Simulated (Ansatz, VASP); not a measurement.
## GaSb in VASP and in Ansatz

```
CELL_PARAMETERS angstrom
0.00000 3.05492 3.05492
3.05492 0.00000 3.05492
3.05492 3.05492 0.00000
ATOMIC_POSITIONS crystal
Ga 0.00000 0.00000 0.00000
Sb 0.25000 0.25000 0.25000
```

Alike in both runs: functional PBEsol; k mesh 10 × 10 × 10; occupations gaussian, width 0.1 eV; no spin polarisation.

Ansatz relaxed the structure, and its values are those at the end. VASP's run is a single point on that final structure, the one shown.

|  | VASP | Ansatz |
| --- | --- | --- |
| version | VASP 6.6.1 | Ansatz 0.2.0 |
| potentials or method | VASP PAW PBE potentials, release 64 (Ga_d, Sb), cutoff 520 eV | plane-wave PAW, scalar-relativistic |
| valence electrons in the cell | 18 | 28 |

|  | VASP | Ansatz | Ansatz less VASP |
| --- | --- | --- | --- |
| pressure (GPa) | 0.1 | 0.0 | -0.09 |

VASP's potentials were made for PBE, not for PBEsol, and Ansatz warns of the same on its side. VASP's potentials hold 18 valence electrons a cell and Ansatz's 28, so a difference there can come from the potentials and not from the codes.

Spin-orbit coupling is off throughout.
